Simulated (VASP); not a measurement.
# Fe3Co (P4/mmm) in VASP: further runs

Runs on Fe3Co. Level: LDA. Tasks: single point.

Everything below comes from runs of VASP 6.6.1. Logs are shortened: lines on timing, memory, paths and dates and some standing lists are left out, and cuts for length are marked.

## (1) The cell of the first run

The structure is tetragonal, space group P4/mmm (No. 123). The conventional cell has a = 3.848 Å, b = 3.848 Å, c = 2.664 Å, α = 90.00°, β = 90.00°, γ = 90.00°. Fe (site symmetry 4/mmm) has 10 Fe at 2.34 to 2.66 Å and 4 Co at 2.72 Å within 3.1 Å. Within 3.1 Å of Fe (site symmetry mmm) lie 10 Fe at 2.34 to 2.72 Å and 4 Co at 2.34 Å. Within 3.1 Å of Co (site symmetry 4/mmm) lie 12 Fe at 2.34 to 2.72 Å and 2 Co at 2.66 Å.

## (2) Single point, LDA, collinear spin, ferromagnetic start

INCAR reads:

```
SYSTEM = Fe3Co
PREC = Accurate
ENCUT = 520
EDIFF = 1E-6
ISMEAR = 0
SIGMA = 0.15
LREAL = .False.
LASPH = .True.
NELM = 150
ALGO = Normal
ISIF = 2
LWAVE = .False.
LCHARG = .False.
ISPIN = 2
MAGMOM = 2.34 2.66 2.66 1.9
LORBIT = 11
LMAXMIX = 4
NBANDS = 28
```

KPOINTS reads:

```
Automatic mesh
0
Gamma
  10 10 14
  0 0 0
```

POSCAR reads:

```
Fe3Co
1.0
    3.8476000000      0.0000000000      0.0000000000
    0.0000000000      3.8476000000      0.0000000000
    0.0000000000      0.0000000000      2.6642000000
Fe Co
3 1
Direct
    0.5000000000      0.5000000000      0.0000000000
    0.5000000000      0.0000000000      0.5000000000
    0.0000000000      0.5000000000      0.5000000000
    0.0000000000      0.0000000000      0.0000000000
```

Potentials or basis: VASP PAW LDA potentials, release 64 (Fe, Co).

On the command line:

```bash
$ cat potpaw_LDA.64/Fe/POTCAR potpaw_LDA.64/Co/POTCAR > POTCAR
$ mpirun -np 1 vasp_std > vasp.out
```

OUTCAR:

```text
SYSTEM = Fe3Co
   PREC = Accurate
   ENCUT = 520
   EDIFF = 1E-6
   ISMEAR = 0
   LREAL = .False.
   LASPH = .True.
   NELM = 150
   ISIF = 2
   ISPIN = 2
   LORBIT = 11

 ion  position               nearest neighbor table
   1  0.500  0.500  0.000-   2 2.34   3 2.34   2 2.34   3 2.34   2 2.34   2 2.34   3 2.34   3 2.34
                             4 2.72   4 2.72   4 2.72   4 2.72
   2  0.500  0.000  0.500-   1 2.34   4 2.34   1 2.34   4 2.34   1 2.34   1 2.34   4 2.34   4 2.34
                             3 2.72   3 2.72   3 2.72   3 2.72
   3  0.000  0.500  0.500-   1 2.34   4 2.34   1 2.34   4 2.34   4 2.34   4 2.34   1 2.34   1 2.34
                             2 2.72   2 2.72   2 2.72   2 2.72
   4  0.000  0.000  0.000-   2 2.34   3 2.34   2 2.34   3 2.34   3 2.34   3 2.34   2 2.34   2 2.34
                             1 2.72   1 2.72   1 2.72   1 2.72

  LATTYP: Found a simple tetragonal cell.
 ALAT       =     3.8476000000
 C/A-ratio  =     0.6924316457

  Lattice vectors:

 A1 = (   3.8476000000,   0.0000000000,   0.0000000000)
 A2 = (   0.0000000000,   3.8476000000,   0.0000000000)
 A3 = (   0.0000000000,   0.0000000000,   2.6642000000)

Analysis of symmetry for initial positions (statically):
=====================================================================
 Subroutine PRICEL returns:
 Original cell was already a primitive cell.

 Routine SETGRP: Setting up the symmetry group for a
 simple tetragonal supercell.

 Subroutine GETGRP returns: Found 16 space group operations
 (whereof 16 operations were pure point group operations)
 out of a pool of 16 trial point group operations.

The static configuration has the point symmetry D_4h.

Analysis of symmetry for dynamics (positions and initial velocities):
=====================================================================
 Subroutine PRICEL returns:
 Original cell was already a primitive cell.

 Routine SETGRP: Setting up the symmetry group for a
 simple tetragonal supercell.

 Subroutine GETGRP returns: Found 16 space group operations
 (whereof 16 operations were pure point group operations)
 out of a pool of 16 trial point group operations.

The dynamic configuration has the point symmetry D_4h.

Analysis of structural, dynamic, and magnetic symmetry:
=====================================================================
 Subroutine PRICEL returns:
 Original cell was already a primitive cell.

 Routine SETGRP: Setting up the symmetry group for a
 simple tetragonal supercell.

 Subroutine GETGRP returns: Found 16 space group operations
 (whereof 16 operations were pure point group operations)
 out of a pool of 16 trial point group operations.

The overall configuration has the point symmetry D_4h.

 Subroutine INISYM returns: Found 16 space group operations
 (whereof 16 operations are pure point group operations),
 and found     1 'primitive' translations

----------------------------------------------------------------------------------------

                                     Primitive cell

  volume of cell :      39.4409

  direct lattice vectors                    reciprocal lattice vectors
     3.847600000  0.000000000  0.000000000     0.259902277  0.000000000  0.000000000
     0.000000000  3.847600000  0.000000000     0.000000000  0.259902277  0.000000000
     0.000000000  0.000000000  2.664200000     0.000000000  0.000000000  0.375347196

  length of vectors
     3.847600000  3.847600000  2.664200000     0.259902277  0.259902277  0.375347196

  position of ions in fractional coordinates (direct lattice)
     0.500000000  0.500000000  0.000000000
     0.500000000  0.000000000  0.500000000
     0.000000000  0.500000000  0.500000000
     0.000000000  0.000000000  0.000000000

  ion indices of the primitive-cell ions
   primitive index   ion index
                 1           1
                 2           2
                 3           3
                 4           4

----------------------------------------------------------------------------------------

 KPOINTS: Automatic mesh

Automatic generation of k-mesh.
 Grid dimensions read from file:
 generate k-points for:   10   10   14

 Generating k-lattice:

  Cartesian coordinates                     Fractional coordinates (reciprocal lattice)
     0.025990228  0.000000000  0.000000000     0.100000000  0.000000000  0.000000000
     0.000000000  0.025990228  0.000000000     0.000000000  0.100000000  0.000000000
     0.000000000  0.000000000  0.026810514     0.000000000  0.000000000  0.071428571

  Length of vectors
     0.025990228  0.025990228  0.026810514

  Shift w.r.t. Gamma in fractional coordinates (k-lattice)
     0.000000000  0.000000000  0.000000000

 Subroutine IBZKPT returns following result:
 ===========================================

 Found    168 irreducible k-points:

 Following reciprocal coordinates:
            Coordinates               Weight
  0.000000  0.000000  0.000000      1.000000
  0.100000  0.000000  0.000000      4.000000
  0.200000  0.000000  0.000000      4.000000
  0.300000  0.000000  0.000000      4.000000
  0.400000  0.000000  0.000000      4.000000
  0.500000  0.000000  0.000000      2.000000
[... 16 lines left out ...]
  0.100000  0.000000  0.071429      8.000000
  0.200000  0.000000  0.071429      8.000000
 [... further k-points ...]
   k-points           NKPTS =    168   k-points in BZ     NKDIM =    168   number of bands    NBANDS=     28
   number of dos      NEDOS =    301   number of ions     NIONS =      4
   total plane-waves  NPLWV =  18000
   dimension x,y,z NGX =    30 NGY =   30 NGZ =   20
   dimension x,y,z NGXF=    60 NGYF=   60 NGZF=   40
   ions per type =               3   1
   NGX,Y,Z   is equivalent  to a cutoff of  12.96, 12.96, 12.48 a.u.
   NGXF,Y,Z  is equivalent  to a cutoff of  25.92, 25.92, 24.96 a.u.
 SYSTEM =  Fe3Co
   PREC   = accura    normal or accurate (medium, high low for compatibility)
   ISTART =      0    job   : 0-new  1-cont  2-samecut
   ICHARG =      2    charge: 1-file 2-atom 10-const
   ISPIN  =      2    spin polarized calculation?
   LNONCOLLINEAR =      F non collinear calculations
   LSORBIT =      F    spin-orbit coupling
   LASPH  =      T    aspherical Exc in radial PAW
   ENCUT  =  520.0 eV  38.22 Ry    6.18 a.u.   7.15  7.15  4.95*2*pi/ulx,y,z
   NELM   =    150;   NELMIN=  2; NELMDL= -5     # of ELM steps
   EDIFF  = 0.1E-05   stopping-criterion for ELM
   LREAL  =      F    real-space projection
   EDIFFG = 0.1E-04   stopping-criterion for IOM
   NSW    =      0    number of steps for IOM
   IBRION =     -1    ionic relax: 0-MD 1-quasi-New 2-CG
   NFREE  =      0    steps in history (QN), initial steepest desc. (CG)
   ISIF   =      2    stress and relaxation
   ISYM   =      2    0-nonsym 1-usesym 2-fastsym
   POTIM  = 0.5000    time-step for ionic-motion
   TEBEG  =    0.0;   TEEND  =   0.0 temperature during run
   PSTRESS=    0.0 pullay stress
   NELECT =      33.0000    total number of electrons
   NUPDOWN=      -1.0000    fix difference up-down
   EMIN   =  10.00;   EMAX   =-10.00  energy-range for DOS
   EFERMI =   0.00;   METHOD = LEGACY
   ISMEAR =     0;   SIGMA  =   0.15  broadening in eV -4-tet -1-fermi 0-gaus
   EFERMI_NEDOS =   21; number of points for ismear=-14 and -15
   IALGO  =     38    algorithm
   IMIX   =      4    mixing-type and parameters
     AMIX     =   0.40;   BMIX     =  1.00
     AMIX_MAG =   1.60;   BMIX_MAG =  1.00
  volume/ion in A,a.u.               =       9.86        66.54
  Fermi-wavevector in a.u.,A,eV,Ry     =   1.542638  2.915162 32.378205  2.379731
  Thomas-Fermi vector in A             =   2.648414
   LORBIT       =     11    0 simple, 1 ext, 2 COOP (PROOUT), +10 PAW based schemes
   GGA     = CA    functional components
   LHFCALC =     F    Hartree Fock is set to
   AEXX    =    0.0000 exact exchange contribution
   IVDW    =     0    specifies the selected vdW correction
   LEPSILON=     F    determine dielectric tensor
   LRPA    =     F    only Hartree local field effects (RPA)
 spin polarized calculation
 Gauss-broadening in eV      SIGMA  =   0.15
  energy-cutoff  :      520.00
  volume of cell :       39.44
 maximum number of plane-waves:      1088
 NGX is ok and might be reduce to    30
   NGX = 15   NGY = 15   NGZ =  9

 number of electron      32.9999989 magnetization       7.8795191

 Free energy of the ion-electron system (eV)
  ---------------------------------------------------
  ext. energy  EPLUGINS =         0.00000000
  ---------------------------------------------------
  free energy    TOTEN  =       -35.59469232 eV

  energy without entropy =      -35.53774115  energy(sigma->0) =      -35.56621674

 E-fermi :   8.5016     XC(G=0): -14.2472

 val. band max:        8.5002055717   @ k =   0.5000   0.5000   0.1429
 cond. band min:       8.5022662203   @ k =   0.4000   0.3000   0.1429
 fundamental gap:      0.0020606487
 Fermi energy:         8.5016080393

 spin component 1

 k-point     1 :       0.0000    0.0000    0.0000
  band No.  band energies     occupation
      1      -1.1170      1.00000
      2       2.5271      1.00000
      3       2.6149      1.00000
      4       2.6213      1.00000
      5       2.6883      1.00000
      6       4.4364      1.00000
[... 20 lines left out ...]
     27      18.7779      0.00000
     28      19.6617      0.00000

 k-point     2 :       0.1000    0.0000    0.0000
  band No.  band energies     occupation
      1      -1.0030      1.00000
      2       2.5533      1.00000
      3       2.6611      1.00000
      4       2.6774      1.00000
      5       2.7405      1.00000
      6       4.4642      1.00000
[... 20 lines left out ...]
     27      18.6051      0.00000
     28      19.8806      0.00000

 k-point     3 :       0.2000    0.0000    0.0000
  band No.  band energies     occupation
      1      -0.6675      1.00000
      2       2.5470      1.00000
      3       2.8304      1.00000
      4       2.8453      1.00000
      5       2.8947      1.00000
      6       4.5447      1.00000
[... 616 lines left out ...]
      3       2.7317      1.00000
      4       2.7475      1.00000
      5       2.8048      1.00000
      6       4.4463      1.00000
[... 20 lines left out ...]
     27      18.7201      0.00000
     28      19.1619      0.00000

 k-point    24 :       0.2000    0.0000    0.0714
  band No.  band energies     occupation
      1      -0.5504      1.00000
      2       2.6417      1.00000
      3       2.8950      1.00000
      4       2.9075      1.00000
      5       2.9652      1.00000
      6       4.5243      1.00000
[... 20 lines left out ...]
     27      18.7667      0.00000
     28      19.7141      0.00000

 [... further k-points ...]

 spin component 2

 k-point     1 :       0.0000    0.0000    0.0000
  band No.  band energies     occupation
      1      -0.7322      1.00000
      2       3.6759      1.00000
      3       3.7200      1.00000
      4       4.0433      1.00000
      5       4.1130      1.00000
      6       5.8969      1.00000
[... 20 lines left out ...]
     27      19.2505      0.00000
     28      20.1312      0.00000

 k-point     2 :       0.1000    0.0000    0.0000
  band No.  band energies     occupation
      1      -0.6176      1.00000
      2       3.6667      1.00000
      3       3.7819      1.00000
      4       4.0978      1.00000
      5       4.1673      1.00000
      6       5.9268      1.00000
[... 20 lines left out ...]
     27      19.1345      0.00000
     28      20.3708      0.00000

 k-point     3 :       0.2000    0.0000    0.0000
  band No.  band energies     occupation
      1      -0.2795      1.00000
      2       3.5465      1.00000
      3       3.9998      1.00000
      4       4.2611      1.00000
      5       4.3209      1.00000
      6       6.0137      1.00000
[... 616 lines left out ...]
      3       3.8717      1.00000
      4       4.1575      1.00000
      5       4.2266      1.00000
      6       5.9017      1.00000
[... 20 lines left out ...]
     27      19.2936      0.00000
     28      19.7209      0.00000

 k-point    24 :       0.2000    0.0000    0.0714
  band No.  band energies     occupation
      1      -0.1614      1.00000
      2       3.6471      1.00000
      3       4.0863      1.00000
      4       4.3155      1.00000
      5       4.3828      1.00000
      6       5.9863      1.00000
[... 20 lines left out ...]
     27      19.8340      0.00000
     28      20.3290      0.00000

 [... further k-points ...]

------------------------ aborting loop because EDIFF is reached ----------------------------------------

  FORCE on cell =-STRESS in cart. coord.  units (eV):
  Direction    XX          YY          ZZ          XY          YZ          ZX
  --------------------------------------------------------------------------------------
  -------------------------------------------------------------------------------------
  Total        3.8416554      3.8416554      4.5258879      0.0000000     -0.0000000      0.0000000
  in kB      156.0566688    156.0566688    183.8517278      0.0000000     -0.0000000      0.0000000
  external PRESSURE =     165.3216885 kB  Pullay stress =       0.0000000 kB

 VOLUME and BASIS-vectors are now :
 -----------------------------------------------------------------------------
  energy-cutoff  :      520.00
  volume of cell :       39.44
      direct lattice vectors                 reciprocal lattice vectors
     3.847600000  0.000000000  0.000000000     0.259902277  0.000000000  0.000000000
     0.000000000  3.847600000  0.000000000     0.000000000  0.259902277  0.000000000
     0.000000000  0.000000000  2.664200000     0.000000000  0.000000000  0.375347196

 POSITION                                       TOTAL-FORCE (eV/Angst)
 -----------------------------------------------------------------------------------
      1.92380      1.92380      0.00000         0.000000      0.000000      0.000000
      1.92380      0.00000      1.33210         0.000000      0.000000      0.000000
      0.00000      1.92380      1.33210         0.000000      0.000000      0.000000
      0.00000      0.00000      0.00000         0.000000      0.000000      0.000000
 -----------------------------------------------------------------------------------
    total drift:                                0.000000      0.000000     -0.000000

  FREE ENERGIE OF THE ION-ELECTRON SYSTEM (eV)
  ---------------------------------------------------
  free  energy   TOTEN  =       -35.5946923219 eV

  energy  without entropy=      -35.5377411496  energy(sigma->0) =      -35.56621674

 total charge

# of ion       s       p       d       tot
------------------------------------------
    1        0.552   0.654   6.410   7.616
    2        0.545   0.662   6.363   7.570
    3        0.545   0.662   6.363   7.570
    4        0.551   0.653   7.356   8.559
--------------------------------------------------
tot          2.193   2.631  26.491  31.316

 magnetization (x)

# of ion       s       p       d       tot
------------------------------------------
    1       -0.004  -0.025   1.921   1.892
    2       -0.006  -0.028   2.192   2.158
    3       -0.006  -0.028   2.192   2.158
    4       -0.011  -0.034   1.581   1.536
--------------------------------------------------
tot         -0.027  -0.116   7.887   7.744
```

Wall time 11 min (1 thread of Intel Xeon 8259CL, shared host); peak memory 0.36 GiB.

What came out:

```yaml
Free_energy: -35.5947 eV
Pressure: 16.5 GPa
Net_moment: 7.88 μB per cell
Site_moments: Fe +1.89, +2.16 (each value once); Co +1.54 μB
Valence_electrons_inside_the_program's_atomic_spheres: Fe 7.62, 7.57 (each value once); Co 8.56
```

Stress tensor (GPa, compression positive):
```
15.61  0.00  0.00
 0.00 15.61  0.00
 0.00  0.00 18.39
```

Caveat: the cell stands under pressure.

## (3) Single point, LDA, collinear spin, ferromagnetic start

This run uses another cell than the first one, of 9.68 Å³/atom.

INCAR reads:

```
SYSTEM = Fe3Co
ALGO = Normal
EDIFF = 1E-6
ENCUT = 520
ISIF = 2
ISMEAR = 0
ISPIN = 2
LASPH = .TRUE.
LCHARG = .FALSE.
LMAXMIX = 4
LORBIT = 11
LREAL = .FALSE.
LWAVE = .FALSE.
MAGMOM = 2.34 2.66 2.66 1.9
NBANDS = 28
NELM = 150
PREC = Accurate
SIGMA = 0.15
```

KPOINTS reads:

```
k-points
0
G
  10 10 14
  0 0 0
```

POSCAR reads:

```
Fe3Co
1.0
    3.7172000000      0.0000000000      0.0000000000
    0.0000000000      3.7172000000      0.0000000000
    0.0000000000      0.0000000000      2.8020000000
Fe Co
3 1
Direct
    0.5000000000      0.5000000000      0.0000000000
    0.5000000000      0.0000000000      0.5000000000
    0.0000000000      0.5000000000      0.5000000000
    0.0000000000      0.0000000000      0.0000000000
```

Potentials or basis: VASP PAW LDA potentials, release 64 (Fe, Co).

On the command line:

```bash
$ cat potpaw_LDA.64/Fe/POTCAR potpaw_LDA.64/Co/POTCAR > POTCAR
$ mpirun -np 1 vasp_std > vasp.out
```

Run time: 10 min. Hardware: 1 thread of Intel Xeon Platinum 8175M at 2.50GHz (Skylake/Cascade Lake), shared host; peak memory 0.35 GiB.

It converged, with:

- Free energy: -35.4714 eV
- Pressure: 20.8 GPa
- Net moment: 7.34 μB per cell
- Site moments: Fe +1.77, +2.00 (each value once); Co +1.43 μB
- Valence electrons inside the program's atomic spheres: Fe 7.66, 7.62 (each value once); Co 8.61

Stress tensor (GPa, compression positive):
```
22.95  0.00  0.00
 0.00 22.95  0.00
 0.00  0.00 16.36
```

Levels at points of the mesh, in eV from the Fermi level:
Spin up:
```csv
k point,band 16,band 17,band 18,band 19,band 20,band 21,band 22,band 23,band 24,band 25
"(0.00, 0.00, 0.00)",-0.57,0.12,0.12,0.14,0.63,0.63,0.73,0.73,8.99,9.01
"(0.50, 0.00, 0.00)",-1.32,-1.26,-1.18,-0.93,-0.91,0.17,0.68,6.25,6.32,9.35
"(0.50, 0.50, 0.00)",-1.97,-1.39,-1.39,-1.32,-1.28,0.52,0.65,0.84,0.84,17.25
"(0.00, 0.00, 0.50)",-1.26,-1.19,-0.86,-0.76,-0.54,-0.13,-0.01,9.38,9.38,9.43
"(0.50, 0.00, 0.50)",-1.01,-1.00,-0.98,-0.89,-0.76,2.36,2.45,2.72,2.78,12.14
"(0.50, 0.50, 0.50)",-0.70,-0.13,0.02,0.02,0.16,0.28,0.49,0.49,0.75,8.04
```
Spin down:
| k point | band 9 | band 10 | band 11 | band 12 | band 13 | band 14 | band 15 | band 16 |
| --- | --- | --- | --- | --- | --- | --- | --- | --- |
| (0.00, 0.00, 0.00) | -1.49 | -0.99 | 0.34 | 0.71 | 1.01 | 1.01 | 1.20 | 1.25 |
| (0.50, 0.00, 0.00) | -1.69 | -1.50 | -1.29 | -1.03 | -0.03 | 0.08 | 0.33 | 0.47 |
| (0.50, 0.50, 0.00) | -1.45 | -1.45 | -1.29 | -0.96 | -0.94 | -0.51 | -0.48 | -0.48 |
| (0.00, 0.00, 0.50) | -2.33 | -1.99 | -0.82 | -0.82 | -0.42 | -0.42 | 0.16 | 0.47 |
| (0.50, 0.00, 0.50) | -2.45 | -2.10 | -2.08 | -2.03 | 0.19 | 0.27 | 0.50 | 0.86 |
| (0.50, 0.50, 0.50) | -0.07 | 0.22 | 0.27 | 0.38 | 0.38 | 0.56 | 0.56 | 0.56 |

Caveat: the cell stands under pressure.

[end of part 1 of 2]
